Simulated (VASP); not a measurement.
# Mg (P6_3/mmc) in VASP: notebook

Mg is run at these levels: PBE; tasks: single point.

Everything below comes from runs of VASP 6.6.1. Logs are shortened: lines on timing, memory, paths and dates and some standing lists are left out, and cuts for length are marked.

## Step 1: The cell of the first run

Symmetry: P6_3/mmc, No. 194, hexagonal system. Conventional cell: a = 3.144 Å, b = 3.144 Å, c = 5.104 Å, α = 90.00°, β = 90.00°, γ = 120.00°. Within 4.1 Å of Mg (site symmetry -6m2) lie 12 Mg at 3.13 to 3.14 Å.

## Step 2: Single point, PBE

File INCAR:

```
ALGO = Normal ; EDIFF = 1E-7
ENCUT = 520 ; GGA = PE
ISIF = 2 ; ISMEAR = -1
LASPH = True ; LCHARG = True
LELF = True ; LREAL = False
LVHAR = True ; LWAVE = False
NBANDS = 9 ; NELM = 60
PREC = Accurate ; SIGMA = 0.15
```

File KPOINTS:

```
k-points
0
Gamma
  12 12 7
```

File POSCAR:

```
Mg
1.0
    3.1437856987      0.0000000000      0.0000000000
   -1.5718928494      2.7225979575      0.0000000000
    0.0000000000      0.0000000000      5.1039375022
Mg
2
Direct
    0.3333333333      0.6666666667      0.2500000000
    0.6666666667      0.3333333333      0.7500000000
```

Potentials or basis: VASP PAW PBE potentials, release 64 (Mg).

Run with:

```sh
> cat potpaw_PBE.64/Mg/POTCAR > POTCAR
> mpirun -np 1 vasp_std > vasp.out
```

OUTCAR:

```text
EDIFF = 1E-7
   ENCUT = 520
   GGA = PE
   ISIF = 2
   ISMEAR = -1
   LASPH = True
   LREAL = False
   NELM = 60
   PREC = Accurate

 ion  position               nearest neighbor table
   1  0.333  0.667  0.250-   2 3.13   2 3.13   2 3.13   2 3.13   2 3.13   2 3.13
   2  0.667  0.333  0.750-   1 3.13   1 3.13   1 3.13   1 3.13   1 3.13   1 3.13

  LATTYP: Found a hexagonal cell.
 ALAT       =     3.1437856987
 C/A-ratio  =     1.6235004518

  Lattice vectors:

 A1 = (   3.1437856987,   0.0000000000,   0.0000000000)
 A2 = (  -1.5718928494,   2.7225979575,   0.0000000000)
 A3 = (   0.0000000000,   0.0000000000,   5.1039375022)

Analysis of symmetry for initial positions (statically):
=====================================================================
 Subroutine PRICEL returns:
 Original cell was already a primitive cell.

 Routine SETGRP: Setting up the symmetry group for a
 hexagonal supercell.

 Subroutine GETGRP returns: Found 24 space group operations
 (whereof 12 operations were pure point group operations)
 out of a pool of 24 trial point group operations.

The static configuration has the point symmetry D_3d.
 The point group associated with its full space group is D_6h.

Analysis of symmetry for dynamics (positions and initial velocities):
=====================================================================
 Subroutine PRICEL returns:
 Original cell was already a primitive cell.

 Routine SETGRP: Setting up the symmetry group for a
 hexagonal supercell.

 Subroutine GETGRP returns: Found 24 space group operations
 (whereof 12 operations were pure point group operations)
 out of a pool of 24 trial point group operations.

The dynamic configuration has the point symmetry D_3d.
 The point group associated with its full space group is D_6h.

 Subroutine INISYM returns: Found 24 space group operations
 (whereof 12 operations are pure point group operations),
 and found     1 'primitive' translations

----------------------------------------------------------------------------------------

                                     Primitive cell

  volume of cell :      43.6860

  direct lattice vectors                    reciprocal lattice vectors
     3.143785699  0.000000000  0.000000000     0.318087839  0.183648121  0.000000000
    -1.571892849  2.722597958  0.000000000     0.000000000  0.367296243  0.000000000
     0.000000000  0.000000000  5.103937502     0.000000000  0.000000000  0.195927164

  length of vectors
     3.143785699  3.143785420  5.103937502     0.367296210  0.367296243  0.195927164
[... 81 lines left out ...]
   EDIFF  = 0.1E-06   stopping-criterion for ELM
   LREAL  =      F    real-space projection
   EDIFFG = 0.1E-05   stopping-criterion for IOM
   NSW    =      0    number of steps for IOM
   IBRION =     -1    ionic relax: 0-MD 1-quasi-New 2-CG
   NFREE  =      0    steps in history (QN), initial steepest desc. (CG)
   ISIF   =      2    stress and relaxation
   ISYM   =      2    0-nonsym 1-usesym 2-fastsym
   POTIM  = 0.5000    time-step for ionic-motion
   TEBEG  =    0.0;   TEEND  =   0.0 temperature during run
   PSTRESS=    0.0 pullay stress
   NELECT =       4.0000    total number of electrons
   NUPDOWN=      -1.0000    fix difference up-down
   EMIN   =  10.00;   EMAX   =-10.00  energy-range for DOS
   EFERMI =   0.00;   METHOD = LEGACY
   ISMEAR =    -1;   SIGMA  =   0.15  broadening in eV -4-tet -1-fermi 0-gaus
   EFERMI_NEDOS =   21; number of points for ismear=-14 and -15
   IALGO  =     38    algorithm
   IMIX   =      4    mixing-type and parameters
     AMIX     =   0.40;   BMIX     =  1.00
     AMIX_MAG =   1.60;   BMIX_MAG =  1.00
  volume/ion in A,a.u.               =      21.84       147.40
  Fermi-wavevector in a.u.,A,eV,Ry     =   0.737872  1.394375  7.407757  0.544455
  Thomas-Fermi vector in A             =   1.831658
   LORBIT       =      0    0 simple, 1 ext, 2 COOP (PROOUT), +10 PAW based schemes
   GGA     = PE    functional components
   LHFCALC =     F    Hartree Fock is set to
   AEXX    =    0.0000 exact exchange contribution
   IVDW    =     0    specifies the selected vdW correction
   LEPSILON=     F    determine dielectric tensor
   LRPA    =     F    only Hartree local field effects (RPA)
 non-spin polarized calculation
  energy-cutoff  :      520.00
  volume of cell :       43.69
 maximum number of plane-waves:      1194
 NGX is ok and might be reduce to    24
   NGX = 11   NGY = 11   NGZ = 19

 number of electron       4.0000000 magnetization

 Free energy of the ion-electron system (eV)
  ---------------------------------------------------
  ext. energy  EPLUGINS =         0.00000000
  ---------------------------------------------------
  free energy    TOTEN  =        -3.03140512 eV

  energy without entropy =       -2.97285624  energy(sigma->0) =       -3.00213068

 E-fermi :   2.8751     XC(G=0):  -8.6462

 val. band max:        2.8441903142   @ k =   0.2500   0.0000   0.0000
 cond. band min:       2.9986871694   @ k =   0.4167   0.0833   0.2857
 fundamental gap:      0.1544968552
 Fermi energy:         2.8750546617

 k-point     1 :       0.0000    0.0000    0.0000
  band No.  band energies     occupation
      1      -4.2504      2.00000
      2       1.1322      1.99998
      3       1.6599      1.99939
      4      14.1285      0.00000
      5      14.1285      0.00000
      6      14.3454      0.00000
      7      14.3454      0.00000
      8      15.0204      0.00000
      9      16.7876      0.00000
[... 265 lines left out ...]
 k-point    24 :       0.3333    0.0000    0.1429
  band No.  band energies     occupation
      1      -1.8998      2.00000
      2       2.0095      1.99378
      3       4.3635      0.00010
      4       5.5176      0.00000
      5       8.2894      0.00000
      6      10.6013      0.00000
      7      10.6791      0.00000
      8      12.7426      0.00000
      9      14.0168      0.00000

 [... further k-points ...]
[... 5 lines left out ...]
  --------------------------------------------------------------------------------------
  -------------------------------------------------------------------------------------
  Total        0.5809544      0.5809542      0.4005360     -0.0000000      0.0000000      0.0000000
  in kB       21.3064361     21.3064310     14.6896144     -0.0000000      0.0000000      0.0000000
  external PRESSURE =      19.1008272 kB  Pullay stress =       0.0000000 kB

 VOLUME and BASIS-vectors are now :
 -----------------------------------------------------------------------------
  energy-cutoff  :      520.00
  volume of cell :       43.69
      direct lattice vectors                 reciprocal lattice vectors
     3.143785699  0.000000000  0.000000000     0.318087839  0.183648121  0.000000000
    -1.571892849  2.722597958  0.000000000     0.000000000  0.367296243  0.000000000
     0.000000000  0.000000000  5.103937502     0.000000000  0.000000000  0.195927164

 POSITION                                       TOTAL-FORCE (eV/Angst)
 -----------------------------------------------------------------------------------
     -0.00000      1.81507      1.27598         0.000000     -0.000000      0.000000
      1.57189      0.90753      3.82795        -0.000000      0.000000      0.000000
 -----------------------------------------------------------------------------------
    total drift:                                0.000000     -0.000000      0.000000

  FREE ENERGIE OF THE ION-ELECTRON SYSTEM (eV)
  ---------------------------------------------------
  free  energy   TOTEN  =        -3.0314051204 eV

  energy  without entropy=       -2.9728562393  energy(sigma->0) =       -3.00213068
```

OSZICAR:

```text
N       E                     dE             d eps       ncg     rms          rms(c)
DAV:   1    -0.244129288980E+00   -0.24413E+00   -0.13140E+03  1368   0.316E+02
DAV:   2    -0.300462340849E+01   -0.27605E+01   -0.26118E+01  1822   0.266E+01
DAV:   3    -0.304530267102E+01   -0.40679E-01   -0.40445E-01  1801   0.272E+00
DAV:   4    -0.304543382063E+01   -0.13115E-03   -0.13114E-03  1750   0.146E-01
DAV:   5    -0.304543436906E+01   -0.54843E-06   -0.54853E-06  1736   0.976E-03    0.952E-01
DAV:   6    -0.303888022495E+01    0.65541E-02   -0.49370E-04  1634   0.176E-01    0.609E-01
DAV:   7    -0.303139771010E+01    0.74825E-02   -0.18834E-03  1416   0.301E-01    0.328E-02
DAV:   8    -0.303140629958E+01   -0.85895E-05   -0.15171E-05  1926   0.232E-02    0.715E-03
DAV:   9    -0.303140529953E+01    0.10000E-05   -0.11114E-06  1515   0.510E-03    0.614E-04
DAV:  10    -0.303140513223E+01    0.16730E-06   -0.51735E-09  1099   0.429E-04    0.133E-04
DAV:  11    -0.303140512037E+01    0.11863E-07   -0.54019E-10   782   0.156E-04
   1 F= -.30314051E+01 E0= -.30021307E+01  d E =-.585489E-01
```

stdout:

```text
POSCAR found type information on POSCAR Mg
 POSCAR found :  1 types and       2 ions
 scaLAPACK will be used
 LDA part: xc-table for (Slater+PW92), standard interpolation
 POSCAR, INCAR and KPOINTS ok, starting setup
 FFT: planning ... GRIDC
 FFT: planning ... GRID_SOFT
 FFT: planning ... GRID
 WAVECAR not read
 entering main loop
```

It used 24 s of CPU time on 1 thread of AMD EPYC 7R13 Processor (Zen 3) (shared host).

What came out:

| Quantity | Value |
| --- | --- |
| Free energy | -3.0314 eV |
| Pressure | 1.9 GPa |
| Band gap on the k mesh | zero (band 2 reaches 3.91 eV, above the bottom of band 3 at 1.66 eV) |

Levels at points of the mesh, in eV from the Fermi level:
```tsv
k point	band 1	band 2	band 3	band 4	band 5
(0.00, 0.00, 0.00)	-7.13	-1.74	-1.22	11.25	11.25
(0.50, 0.00, 0.00)	-2.21	-2.15	2.76	3.06	3.45
```

## Step 3: Single point, PBE

This run uses another cell than the first one, of 22.54 Å³/atom, 1.032 times its volume.

File INCAR:

```
SYSTEM = Mg
PREC = Accurate
ENCUT = 520
EDIFF = 1E-6
ISMEAR = -1
SIGMA = 0.15
LREAL = .FALSE.
LASPH = .TRUE.
NELM = 80
ALGO = Normal
ISIF = 2
LWAVE = .FALSE.
LCHARG = .TRUE.
GGA = PE
LELF = .TRUE.
LVHAR = .TRUE.
NBANDS = 9
```

File KPOINTS:

```
regular mesh
0
G
  12 12 7
  0 0 0
```

File POSCAR:

```
Mg
1.0
    3.1768806118      0.0000000000      0.0000000000
   -1.5884403059      2.7512589895      0.0000000000
    0.0000000000      0.0000000000      5.1576671086
Mg
2
Direct
    0.3333333333      0.6666666667      0.2500000000
    0.6666666667      0.3333333333      0.7500000000
```

Potentials or basis: VASP PAW PBE potentials, release 64 (Mg).

Run with:

```sh
> cat potpaw_PBE.64/Mg/POTCAR > POTCAR
> mpirun -np 1 vasp_std > vasp.out
```

OUTCAR:

```text
SYSTEM = Mg
   PREC = Accurate
   ENCUT = 520
   EDIFF = 1E-6
   ISMEAR = -1
   LREAL = .FALSE.
   LASPH = .TRUE.
   NELM = 80
   ISIF = 2
   GGA = PE

 ion  position               nearest neighbor table
   1  0.333  0.667  0.250-   2 3.16   2 3.16   2 3.16   2 3.16   2 3.16   2 3.16
   2  0.667  0.333  0.750-   1 3.16   1 3.16   1 3.16   1 3.16   1 3.16   1 3.16

  LATTYP: Found a hexagonal cell.
 ALAT       =     3.1768806118
 C/A-ratio  =     1.6235004518

  Lattice vectors:

 A1 = (   3.1768806118,   0.0000000000,   0.0000000000)
 A2 = (  -1.5884403059,   2.7512589895,   0.0000000000)
 A3 = (   0.0000000000,   0.0000000000,   5.1576671086)

Analysis of symmetry for initial positions (statically):
=====================================================================
 Subroutine PRICEL returns:
 Original cell was already a primitive cell.

 Routine SETGRP: Setting up the symmetry group for a
 hexagonal supercell.

 Subroutine GETGRP returns: Found 24 space group operations
 (whereof 12 operations were pure point group operations)
[... 163 lines left out ...]

  energy without entropy =       -2.98198212  energy(sigma->0) =       -3.01212168

 E-fermi :   2.7083     XC(G=0):  -8.5479

 val. band max:        2.6593624728   @ k =   0.2500   0.0833   0.0000
 cond. band min:       2.8188690367   @ k =   0.4167   0.0833   0.2857
 fundamental gap:      0.1595065638
 Fermi energy:         2.7083270211

 k-point     1 :       0.0000    0.0000    0.0000
  band No.  band energies     occupation
      1      -4.2812      2.00000
      2       1.0160      1.99997
      3       1.4894      1.99941
      4      13.7753      0.00000
      5      13.7753      0.00000
      6      13.9266      0.00000
      7      13.9266      0.00000
      8      14.6671      0.00000
      9      16.3234      0.00000
[... 265 lines left out ...]
 k-point    24 :       0.3333    0.0000    0.1429
  band No.  band energies     occupation
      1      -1.9782      2.00000
      2       1.8622      1.99292
      3       4.1803      0.00011
      4       5.2721      0.00000
      5       8.0336      0.00000
      6      10.2586      0.00000
      7      10.3977      0.00000
      8      12.2863      0.00000
      9      13.6375      0.00000

 [... further k-points ...]
[... 5 lines left out ...]
  --------------------------------------------------------------------------------------
  -------------------------------------------------------------------------------------
  Total        0.2299258      0.2299258      0.0589980     -0.0000000      0.0000000     -0.0000000
  in kB        8.1717051      8.1717032      2.0968255     -0.0000000      0.0000000     -0.0000000
  external PRESSURE =       6.1467446 kB  Pullay stress =       0.0000000 kB

 VOLUME and BASIS-vectors are now :
 -----------------------------------------------------------------------------
  energy-cutoff  :      520.00
  volume of cell :       45.08
      direct lattice vectors                 reciprocal lattice vectors
     3.176880612  0.000000000  0.000000000     0.314774183  0.181734981  0.000000000
    -1.588440306  2.751258990  0.000000000     0.000000000  0.363469962  0.000000000
     0.000000000  0.000000000  5.157667109     0.000000000  0.000000000  0.193886108

 POSITION                                       TOTAL-FORCE (eV/Angst)
 -----------------------------------------------------------------------------------
     -0.00000      1.83417      1.28942        -0.000000      0.000000      0.000000
      1.58844      0.91709      3.86825         0.000000      0.000000      0.000000
 -----------------------------------------------------------------------------------
    total drift:                                0.000000     -0.000000      0.000000

  FREE ENERGIE OF THE ION-ELECTRON SYSTEM (eV)
  ---------------------------------------------------
  free  energy   TOTEN  =        -3.0422612464 eV

  energy  without entropy=       -2.9819821185  energy(sigma->0) =       -3.01212168
```

OSZICAR:

```text
N       E                     dE             d eps       ncg     rms          rms(c)
DAV:   1    -0.327028715780E+00   -0.32703E+00   -0.12149E+03  1368   0.307E+02
DAV:   2    -0.301472539235E+01   -0.26877E+01   -0.25886E+01  1839   0.277E+01
DAV:   3    -0.305581601687E+01   -0.41091E-01   -0.40720E-01  1766   0.273E+00
DAV:   4    -0.305595799120E+01   -0.14197E-03   -0.14196E-03  1702   0.154E-01
DAV:   5    -0.305595862282E+01   -0.63161E-06   -0.63152E-06  1794   0.104E-02    0.955E-01
DAV:   6    -0.304970690586E+01    0.62517E-02   -0.57028E-04  1585   0.187E-01    0.612E-01
DAV:   7    -0.304225149929E+01    0.74554E-02   -0.22073E-03  1414   0.322E-01    0.335E-02
DAV:   8    -0.304226260869E+01   -0.11109E-04   -0.16177E-05  1964   0.240E-02    0.736E-03
DAV:   9    -0.304226145307E+01    0.11556E-05   -0.11504E-06  1489   0.515E-03    0.611E-04
DAV:  10    -0.304226124641E+01    0.20667E-06   -0.50368E-09   787   0.428E-04
   1 F= -.30422612E+01 E0= -.30121217E+01  d E =-.602791E-01
```

It used 25 s of CPU time on 1 thread of AMD EPYC 7R13 Processor (Zen 3), on a shared host.

Results:

```yaml
Free_energy: -3.0423 eV
Pressure: 0.6 GPa
Band_gap_on_the_k_mesh: zero (band 2 reaches 3.73 eV, above the bottom of band 3 at 1.49 eV)
```

Levels at points of the mesh, in eV from the Fermi level:
```tsv
k point	band 1	band 2	band 3	band 4	band 5	band 6
(0.00, 0.00, 0.00)	-6.99	-1.69	-1.22	11.07	11.07	11.22
(0.50, 0.00, 0.00)	-2.15	-2.13	2.71	3.05	3.35	3.76
```

## Step 4: Single point, PBE

This run uses another cell than the first one, of 23.24 Å³/atom, 1.064 times its volume.

File INCAR:

```
SYSTEM = Mg
ALGO = Normal ; EDIFF = 1E-6
ENCUT = 520 ; GGA = PE
ISIF = 2 ; ISMEAR = -1
LASPH = .True. ; LCHARG = .False.
LREAL = .False. ; LWAVE = .False.
NBANDS = 9 ; NELM = 60
PREC = Accurate ; SIGMA = 0.15
```

File KPOINTS:

```
k-points
0
Gamma
  12 12 7
  0 0 0
```

File POSCAR:

```
Mg
1.0
    3.2093000000      0.0000000000      0.0000000000
   -1.6046500000      2.7793350000      0.0000000000
    0.0000000000      0.0000000000      5.2103000000
Mg
2
Direct
    0.3333333333      0.6666666667      0.2500000000
    0.6666666667      0.3333333333      0.7500000000
```

Run with:

```sh
> cat potpaw_PBE.64/Mg/POTCAR > POTCAR
> mpirun -np 1 vasp_std > vasp.out
```

It used 23 s of CPU time on 1 thread of AMD EPYC 7R13 Processor (Zen 3) (shared host).

The run converged. Its results:

```yaml
Free_energy: -3.0427 eV
Pressure: -0.5 GPa
Band_gap_on_the_k_mesh: zero (band 2 reaches 3.57 eV, above the bottom of band 3 at 1.33 eV)
```

Stress tensor (GPa, compression positive):
```
-0.31  0.00  0.00
 0.00 -0.31  0.00
 0.00  0.00 -0.87
```

Levels at points of the mesh, in eV from the Fermi level:
| k point | band 1 | band 2 | band 3 | band 4 | band 5 | band 6 | band 7 |
| --- | --- | --- | --- | --- | --- | --- | --- |
| (0.00, 0.00, 0.00) | -6.86 | -1.64 | -1.22 | 10.89 | 10.89 | 10.98 | 10.98 |
| (0.50, 0.00, 0.00) | -2.10 | -2.10 | 2.66 | 3.04 | 3.27 | 3.68 | 6.83 |

(Continued in part 2 of 2.)
